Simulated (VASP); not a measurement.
Mg, 1 atom in the cell. The structure is cubic, space group Fm-3m (No. 225). Conventional cell: a = 4.503 Å, b = 4.503 Å, c = 4.503 Å, α = 90.00°, β = 90.00°, γ = 90.00°. Within 4.2 Å of Mg (site symmetry m-3m) lie 12 Mg at 3.18 Å. 

```yaml
Program: VASP 6.6.1
Task: single point
Functional: LDA
Potentials_or_basis: VASP PAW LDA potentials, release 64 (Mg)
Cutoff: 520 eV
k_mesh: 9 × 9 × 9
Occupations: gaussian, width 0.1 eV
Spin: no spin polarisation
Dipole_correction: no
Further_INCAR_settings: ALGO = Normal; EDIFF = 1e-06; NBANDS = 7
```

Potentials or basis: VASP PAW LDA potentials, release 64 (Mg).

Command:

```console
$ cat potpaw_LDA.64/Mg/POTCAR > POTCAR
$ mpirun -np 1 vasp_std > vasp.out
```

Hardware: 1 thread of AMD EPYC 7R13, on a shared host.

Problem. Estimate the wall time of this run.

Solution. It took 11 s on 1 thread of AMD EPYC 7R13, with other jobs on the host, peak memory 0.09 GiB. Counts: scf iterations 9, k points 35.
